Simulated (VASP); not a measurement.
Wanted: the native input for a VASP 6.6.1 run.

* Task: single point
* Functional: B3LYP
* Potentials or basis: VASP PAW PBE potentials, release 64 (Al, As)
* Cutoff: 400 eV
* k mesh: 4 × 4 × 4
* Occupations: gaussian, width 0.01 eV
* Spin: no spin polarisation
* Dipole correction: no
* Grid for exact exchange (PRECFOCK): Normal
* Further INCAR settings: ALGO = Normal; EDIFF = 1e-06; NBANDS = 11

AlAs:

```
Al As
1.0
     0.00000    2.83040    2.83040
     2.83040    0.00000    2.83040
     2.83040    2.83040    0.00000
Al As
1 1
Direct
  0.00000 0.00000 0.00000
  0.25000 0.25000 0.25000
```

One way to write it, as run:

POSCAR

```
AlAs
1.0
    0.0000000000      2.8304000000      2.8304000000
    2.8304000000      0.0000000000      2.8304000000
    2.8304000000      2.8304000000      0.0000000000
Al As
1 1
Direct
    0.0000000000      0.0000000000      0.0000000000
    0.2500000000      0.2500000000      0.2500000000
```

INCAR.step1

```
SYSTEM = AlAs
PREC = Accurate
ENCUT = 400
EDIFF = 1E-5
ISMEAR = 0
SIGMA = 0.01
LREAL = .FALSE.
LASPH = .TRUE.
NELM = 120
ALGO = Normal
ISIF = 2
LWAVE = .TRUE.
GGA = PE
NBANDS = 11
GGA_COMPAT = .FALSE.
```

INCAR.step2

```
SYSTEM = AlAs
PREC = Accurate
ENCUT = 400
EDIFF = 1E-6
ISMEAR = 0
SIGMA = 0.01
LREAL = .FALSE.
LASPH = .TRUE.
NELM = 120
ALGO = Normal
ISIF = 2
LWAVE = .FALSE.
LCHARG = .TRUE.
GGA = B3
LHFCALC = .TRUE.
AEXX = 0.2
AGGAX = 0.72
AGGAC = 0.81
ALDAC = 0.19
PRECFOCK = Normal
LELF = .TRUE.
LVHAR = .TRUE.
ISTART = 1
NBANDS = 11
GGA_COMPAT = .FALSE.
```

KPOINTS

```
Automatic mesh
0
G
  4 4 4
  0 0 0
```

Potentials or basis: VASP PAW PBE potentials, release 64 (Al, As).

Launch:

```console
$ cat potpaw_PBE.64/Al/POTCAR potpaw_PBE.64/As/POTCAR > POTCAR
$ cp INCAR.step1 INCAR
$ mpirun -np 1 vasp_std > vasp.out
$ cp INCAR.step2 INCAR
$ mpirun -np 1 vasp_std > vasp.out
```

Results of the run:

* Pressure: 3.3 GPa
* Band gap on the k mesh: 2.79 eV, indirect (least direct gap 3.41 eV)

Caveat: the k points lie up to 0.48 Å⁻¹ apart; the PAW data sets were made with another functional, which shifts forces and pressure a little.

Run time: 2.3 min on 1 thread of Intel Xeon 8259CL (shared host), peak memory 0.16 GiB.
